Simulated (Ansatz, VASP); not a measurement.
TiSi4Mo: VASP beside Ansatz

The input INCAR:

```
PREC = Accurate
ENCUT = 600
EDIFF = 1E-7
ISMEAR = 0
SIGMA = 0.1
LREAL = False
LASPH = True
NELM = 60
ALGO = Normal
ISIF = 3
LWAVE = False
LCHARG = False
GGA = PE
IBRION = 2
NSW = 90
EDIFFG = -0.04
```

File KPOINTS:

```
regular mesh
0
Gamma
  4 4 4
```

File POSCAR:

```
TiSi4Mo
1.0
    0.0000000000      4.2621789200      4.4126681100
    2.4734637700      0.0000000000      4.4126681100
    2.4734637700      4.2621789200      0.0000000000
Ti Si Mo
1 4 1
Direct
    0.5000000000      0.5000000000      0.5000000000
    0.8374344100      0.1625655900      0.8374344100
    0.1625655900      0.8374344100      0.1625655900
    0.0874344100      0.4125655900      0.0874344100
    0.4125655900      0.0874344100      0.4125655900
    0.7500000000      0.7500000000      0.7500000000
```

Input for Ansatz:

```yaml
crystal:
  lattice:
    - [0.0, 4.26217892, 4.41266811]
    - [2.47346377, 0.0, 4.41266811]
    - [2.47346377, 4.26217892, 0.0]
  atoms:
    - { symbol: Ti, position: [0.5, 0.5, 0.5] }
    - { symbol: Si, position: [0.83743441, 0.16256559, 0.83743441] }
    - { symbol: Si, position: [0.16256559, 0.83743441, 0.16256559] }
    - { symbol: Si, position: [0.08743441, 0.41256559, 0.08743441] }
    - { symbol: Si, position: [0.41256559, 0.08743441, 0.41256559] }
    - { symbol: Mo, position: [0.75, 0.75, 0.75] }
basis:
  ecutwfc: 420
kpoints:
  mp_grid: { grid: [4, 4, 4] }
hamiltonian:
  xc: pbe
scf:
  occupations: { method: gaussian, width: 0.1 }
  lower_state_search: "off"
output:
  forces: true
  stress: true
  eigenvalues: true
relax:
  adjacent_minimum: "off"
  f_tol: 0.04
  max_steps: 70
  cell: { stress_tol: 0.4 }
```

Alike in both runs: task relaxation of cell and atoms; functional PBE; k mesh 4 × 4 × 4; occupations gaussian, width 0.1 eV; no spin polarisation.

```csv
,VASP,Ansatz
version,VASP 6.6.1,Ansatz 0.2.0
potentials or method,"VASP PAW PBE potentials, release 64 (Ti_sv, Si, Mo_sv), cutoff 600 eV","scalar-relativistic, plane waves, PAW"
valence electrons in the cell,42,42
```

Ansatz gave:

| Quantity | Value |
| --- | --- |
| gap on the k mesh at the Fermi level, each at its own relaxed structure (eV) | none |
| relaxed volume (Å³/atom) | 13.88 |
| relaxed cell length with the largest relative difference (Å) | 4.766 |

Question: What did VASP give for the same quantities?

Answer: gap on the k mesh at the Fermi level, each at its own relaxed structure (eV): none; relaxed volume (Å³/atom): 13.88; relaxed cell length with the largest relative difference (Å): 4.759.

A gap of «none» marks a metal or a gap that the smearing closes.

The k mesh is coarse, so the values compare programs but aren't converged.
